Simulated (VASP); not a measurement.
# Sc (P6_3/mmc) in VASP: further runs, part 2 of 2

VASP 6.6.1. Earlier steps stand in the parts before.

## Step 3: Relaxation of cell and atoms, PBE+D3(BJ)

This run uses another cell than the first one, of 24.63 Å³/atom, 1.050 times its volume.

INCAR

```
SYSTEM = Sc
PREC = Accurate
ENCUT = 600
EDIFF = 1E-6
ISMEAR = 0
SIGMA = 0.1
LREAL = .FALSE.
LASPH = .TRUE.
NELM = 80
ALGO = Fast
ISIF = 3
LWAVE = .FALSE.
LCHARG = .FALSE.
GGA = PE
IVDW = 12
IBRION = 2
NSW = 70
EDIFFG = -0.005
```

KPOINTS

```
regular mesh
0
G
  15 15 8
  0 0 0
```

POSCAR

```
Sc
1.0
    3.3194762619      0.0000000000      0.0000000000
   -1.6597381310      2.8747507701      0.0000000000
    0.0000000000      0.0000000000      5.1626480205
Sc
2
Direct
    0.3333333333      0.6666666667      0.2500000000
    0.6666666667      0.3333333333      0.7500000000
```

Potentials or basis: VASP PAW PBE potentials, release 64 (Sc_sv).

Started as:

```
cat potpaw_PBE.64/Sc_sv/POTCAR > POTCAR
mpirun -np 1 vasp_std > vasp.out
```

OUTCAR:

```text
SYSTEM = Sc
   PREC = Accurate
   ENCUT = 600
   EDIFF = 1E-6
   ISMEAR = 0
   LREAL = .FALSE.
   LASPH = .TRUE.
   NELM = 80
   ISIF = 3
   GGA = PE
   IVDW = 12
   IBRION = 2
   NSW = 70
   EDIFFG = -0.005
 IVDW          = 12

 ion  position               nearest neighbor table
   1  0.333  0.667  0.250-   2 3.21   2 3.21   2 3.21   2 3.21   2 3.21   2 3.21
   2  0.667  0.333  0.750-   1 3.21   1 3.21   1 3.21   1 3.21   1 3.21   1 3.21

  LATTYP: Found a hexagonal cell.
 ALAT       =     3.3194762619
 C/A-ratio  =     1.5552598100

  Lattice vectors:

 A1 = (   3.3194762619,   0.0000000000,   0.0000000000)
 A2 = (  -1.6597381310,   2.8747507701,   0.0000000000)
 A3 = (   0.0000000000,   0.0000000000,   5.1626480205)

Analysis of symmetry for initial positions (statically):
=====================================================================
 Subroutine PRICEL returns:
 Original cell was already a primitive cell.

 Routine SETGRP: Setting up the symmetry group for a
 hexagonal supercell.

 Subroutine GETGRP returns: Found 24 space group operations
 (whereof 12 operations were pure point group operations)
 out of a pool of 24 trial point group operations.

The static configuration has the point symmetry D_3d.
 The point group associated with its full space group is D_6h.

Analysis of symmetry for dynamics (positions and initial velocities):
=====================================================================
 Subroutine PRICEL returns:
 Original cell was already a primitive cell.

 Routine SETGRP: Setting up the symmetry group for a
 hexagonal supercell.

 Subroutine GETGRP returns: Found 24 space group operations
 (whereof 12 operations were pure point group operations)
 out of a pool of 24 trial point group operations.

The dynamic configuration has the point symmetry D_3d.
 The point group associated with its full space group is D_6h.

 Subroutine INISYM returns: Found 24 space group operations
 (whereof 12 operations are pure point group operations),
 and found     1 'primitive' translations

----------------------------------------------------------------------------------------

                                     Primitive cell

  volume of cell :      49.2654

  direct lattice vectors                    reciprocal lattice vectors
     3.319476262  0.000000000  0.000000000     0.301252343  0.173928121  0.000000000
    -1.659738131  2.874750770  0.000000000     0.000000000  0.347856242  0.000000000
     0.000000000  0.000000000  5.162648020     0.000000000  0.000000000  0.193699047

  length of vectors
     3.319476262  3.319476262  5.162648020     0.347856242  0.347856242  0.193699047

  position of ions in fractional coordinates (direct lattice)
     0.333333333  0.666666667  0.250000000
     0.666666667  0.333333333  0.750000000

  ion indices of the primitive-cell ions
   primitive index   ion index
                 1           1
                 2           2

----------------------------------------------------------------------------------------

 KPOINTS: regular mesh

Automatic generation of k-mesh.
 Grid dimensions read from file:
 generate k-points for:   15   15    8

 Generating k-lattice:

  Cartesian coordinates                     Fractional coordinates (reciprocal lattice)
     0.020083490  0.011595208  0.000000000     0.066666667  0.000000000  0.000000000
     0.000000000  0.023190416  0.000000000     0.000000000  0.066666667  0.000000000
     0.000000000  0.000000000  0.024212381     0.000000000  0.000000000  0.125000000

  Length of vectors
     0.023190416  0.023190416  0.024212381

  Shift w.r.t. Gamma in fractional coordinates (k-lattice)
     0.000000000  0.000000000  0.000000000

 Subroutine IBZKPT returns following result:
 ===========================================

 Found    135 irreducible k-points:

 Following reciprocal coordinates:
            Coordinates               Weight
  0.000000  0.000000  0.000000      1.000000
  0.066667  0.000000  0.000000      6.000000
  0.133333  0.000000  0.000000      6.000000
  0.200000  0.000000  0.000000      6.000000
  0.266667  0.000000  0.000000      6.000000
  0.333333 -0.000000  0.000000      6.000000
[... 16 lines left out ...]
  0.333333  0.200000  0.000000     12.000000
  0.400000  0.200000  0.000000      6.000000
 [... further k-points ...]
   k-points           NKPTS =    135   k-points in BZ     NKDIM =    135   number of bands    NBANDS=     15
   number of dos      NEDOS =    301   number of ions     NIONS =      2
   total plane-waves  NPLWV =  32928
   dimension x,y,z NGX =    28 NGY =   28 NGZ =   42
   dimension x,y,z NGXF=    56 NGYF=   56 NGZF=   84
   ions per type =               2
   NGX,Y,Z   is equivalent  to a cutoff of  14.02, 14.02, 13.52 a.u.
   NGXF,Y,Z  is equivalent  to a cutoff of  28.05, 28.05, 27.05 a.u.
 SYSTEM =  Sc
   PREC   = accura    normal or accurate (medium, high low for compatibility)
   ISTART =      0    job   : 0-new  1-cont  2-samecut
   ICHARG =      2    charge: 1-file 2-atom 10-const
   ISPIN  =      1    spin polarized calculation?
   LNONCOLLINEAR =      F non collinear calculations
   LSORBIT =      F    spin-orbit coupling
   LASPH  =      T    aspherical Exc in radial PAW
   ENCUT  =  600.0 eV  44.10 Ry    6.64 a.u.   6.63  6.63 10.31*2*pi/ulx,y,z
   NELM   =     80;   NELMIN=  2; NELMDL= -5     # of ELM steps
   EDIFF  = 0.1E-05   stopping-criterion for ELM
   LREAL  =      F    real-space projection
   EDIFFG = -.5E-02   stopping-criterion for IOM
   NSW    =     70    number of steps for IOM
   IBRION =      2    ionic relax: 0-MD 1-quasi-New 2-CG
   NFREE  =      1    steps in history (QN), initial steepest desc. (CG)
   ISIF   =      3    stress and relaxation
   ISYM   =      2    0-nonsym 1-usesym 2-fastsym
   POTIM  = 0.5000    time-step for ionic-motion
   TEBEG  =    0.0;   TEEND  =   0.0 temperature during run
   PSTRESS=    0.0 pullay stress
   NELECT =      22.0000    total number of electrons
   NUPDOWN=      -1.0000    fix difference up-down
   EMIN   =  10.00;   EMAX   =-10.00  energy-range for DOS
   EFERMI =   0.00;   METHOD = LEGACY
   ISMEAR =     0;   SIGMA  =   0.10  broadening in eV -4-tet -1-fermi 0-gaus
   EFERMI_NEDOS =   21; number of points for ismear=-14 and -15
   IALGO  =     68    algorithm
   IMIX   =      4    mixing-type and parameters
     AMIX     =   0.40;   BMIX     =  1.00
     AMIX_MAG =   1.60;   BMIX_MAG =  1.00
  volume/ion in A,a.u.               =      24.63       166.23
  Fermi-wavevector in a.u.,A,eV,Ry     =   1.251320  2.364651 21.304017  1.565801
  Thomas-Fermi vector in A             =   2.385273
   LORBIT       =      0    0 simple, 1 ext, 2 COOP (PROOUT), +10 PAW based schemes
   GGA     = PE    functional components
   LHFCALC =     F    Hartree Fock is set to
   AEXX    =    0.0000 exact exchange contribution
   IVDW    =    12    specifies the selected vdW correction
   LEPSILON=     F    determine dielectric tensor
   LRPA    =     F    only Hartree local field effects (RPA)
 conjugate gradient relaxation of ions
 non-spin polarized calculation
 RMM-DIIS sequential band-by-band and
 Gauss-broadening in eV      SIGMA  =   0.10
  energy-cutoff  :      600.00
  volume of cell :       49.27
 maximum number of plane-waves:      1701
 NGX is ok and might be reduce to    28
   NGX = 13   NGY = 13   NGZ = 21

--------------------------------------- Ionic step        1  -------------------------------------------

 number of electron      21.9999996 magnetization

 Free energy of the ion-electron system (eV)
  ---------------------------------------------------
  ext. energy  EPLUGINS =         0.00000000
  ---------------------------------------------------
  free energy    TOTEN  =       -12.50857368 eV

  energy without entropy =      -12.48777878  energy(sigma->0) =      -12.49817623

 E-fermi :   3.6824     XC(G=0):  -9.8796

 val. band max:        3.6819173142   @ k =   0.4000   0.2000   0.3750
 cond. band min:       3.6838358358   @ k =   0.4000   0.0000   0.2500
 fundamental gap:      0.0019185216
 Fermi energy:         3.6824232617

 k-point     1 :       0.0000    0.0000    0.0000
  band No.  band energies     occupation
      1     -45.7334      2.00000
      2     -45.6618      2.00000
      3     -24.5639      2.00000
      4     -24.2227      2.00000
      5     -24.2227      2.00000
      6     -24.1555      2.00000
      7     -24.1555      2.00000
      8     -24.1267      2.00000
      9      -1.4468      2.00000
     10       2.0511      2.00000
     11       4.3062      0.00000
     12       5.2729      0.00000
     13       5.2734      0.00000
     14       5.5447      0.00000
     15       5.7248      0.00000
[... 651 lines left out ...]
  energy  without entropy=      -13.2845225392  energy(sigma->0) =      -13.29405587

--------------------------------------- Ionic step        7  -------------------------------------------

 number of electron      22.0000000 magnetization

 Free energy of the ion-electron system (eV)
  ---------------------------------------------------
  ext. energy  EPLUGINS =         0.00000000
  ---------------------------------------------------
  free energy    TOTEN  =       -12.48818825 eV

  energy without entropy =      -12.46915396  energy(sigma->0) =      -12.47867110

 E-fermi :   3.9647     XC(G=0): -10.0716

 val. band max:        3.9602704186   @ k =   0.4000   0.2000   0.3750
 cond. band min:       3.9752626760   @ k =   0.4000   0.2000   0.3750
 fundamental gap:      0.0149922574
 Fermi energy:         3.9646963905

 k-point     1 :       0.0000    0.0000    0.0000
  band No.  band energies     occupation
      1     -45.3283      2.00000
      2     -45.2401      2.00000
      3     -24.2039      2.00000
      4     -23.8006      2.00000
      5     -23.8006      2.00000
      6     -23.7220      2.00000
      7     -23.7220      2.00000
      8     -23.6896      2.00000
      9      -1.2501      2.00000
     10       2.2706      2.00000
     11       4.7145      0.00000
     12       5.6120      0.00000
     13       5.6120      0.00000
     14       5.9110      0.00000
     15       6.0987      0.00000
[... 447 lines left out ...]
  FREE ENERGIE OF THE ION-ELECTRON SYSTEM (eV)
  ---------------------------------------------------
  free  energy   TOTEN  =       -13.3035940396 eV

  energy  without entropy=      -13.2845597495  energy(sigma->0) =      -13.29407689

 reached required accuracy - stopping structural energy minimisation
```

OSZICAR:

```text
N       E                     dE             d eps       ncg     rms          rms(c)
DAV:   1     0.411524427995E+03    0.41152E+03   -0.11766E+04  4050   0.173E+03
DAV:   2     0.129107003610E+02   -0.39861E+03   -0.39259E+03  5719   0.664E+02
DAV:   3    -0.134731619877E+02   -0.26384E+02   -0.25742E+02  6830   0.203E+02
[... 59 lines left out ...]
DAV:   1    -0.124882334637E+02    0.33530E-03   -0.29878E-03  5199   0.118E+00    0.518E-02
RMM:   2    -0.124881876977E+02    0.45766E-04   -0.17924E-04  4404   0.315E-01    0.227E-02
RMM:   3    -0.124881886294E+02   -0.93165E-06   -0.18281E-04  4770   0.153E-01    0.113E-02
RMM:   4    -0.124881877638E+02    0.86558E-06   -0.10417E-05  3900   0.690E-02    0.502E-03
RMM:   5    -0.124881882488E+02   -0.48502E-06   -0.61543E-06  3330   0.369E-02
   7 F= -.13303594E+02 E0= -.13294077E+02  d E =-.483649E-05
```

CONTCAR:

```text
Sc
   1.00000000000000
     3.2692840130335279    0.0000000000008752    0.0000000000000000
    -1.6346420065652505    2.8312830075065283   -0.0000000000000000
    -0.0000000000000000    0.0000000000000000    5.0755464280957767
  Sc
     2
Direct
     0.3333333332999970    0.6666666667000030    0.2500000000000000
     0.6666666667000030    0.3333333332999970    0.7500000000000000

  0.00000000E+00  0.00000000E+00  0.00000000E+00
  0.00000000E+00  0.00000000E+00  0.00000000E+00
```

It took 8.7 min on 1 thread of AMD EPYC 9R45 (Zen 5), shared host; peak memory 0.23 GiB.

What came out:

```
Free energy                            : -13.3036 eV
Relaxed volume                         : 23.49 Å³/atom
Relaxed cell                           : a = 3.269 Å, b = 3.269 Å, c = 5.076 Å, α = 90.00°, β = 90.00°, γ = 120.00°
Space group after relaxing (to 0.05 Å) : P6_3/mmc (No. 194)
Energy gained by relaxing              : 9.2 meV/atom
Ionic steps                            : 7
Pressure after relaxing                : 0.0 GPa
Band gap on the k mesh                 : zero (band 11 reaches 4.99 eV, above the bottom of band 12 at 3.40 eV)
Dispersion energy per atom             : -0.408 eV
```

The path:
```csv
step,energy change (eV),largest force (eV/Å),pressure (GPa),volume (Å³)
1,0.0000,0.0000,-2.51,49.27
2,-0.0177,0.0000,0.54,46.56
3,-0.0184,0.0000,-0.01,46.99
4,-0.0184,0.0000,0.06,46.95
5,-0.0185,0.0000,-0.03,47.00
6,-0.0185,0.0000,-0.03,47.00
7,-0.0185,0.0000,0.01,46.98
```

Final structure:
```yaml
crystal:
  lattice:
    - [3.26928, 0.00000, 0.00000]
    - [-1.63464, 2.83128, 0.00000]
    - [0.00000, 0.00000, 5.07555]
  atoms:
    - { symbol: Sc, position: [0.33333, 0.66667, 0.25000] }
    - { symbol: Sc, position: [0.66667, 0.33333, 0.75000] }
```

Levels at points of the mesh, in eV from the Fermi level:
```tsv
k point	band 9	band 10	band 11	band 12	band 13	band 14
(0.00, 0.00, 0.00)	-5.21	-1.69	0.75	1.65	1.65	1.95
(0.00, 0.00, 0.50)	-3.61	-3.61	1.02	1.02	1.55	1.55
```

Caveat: pairwise dispersion overbinds metals, which lowers pressure and volume.
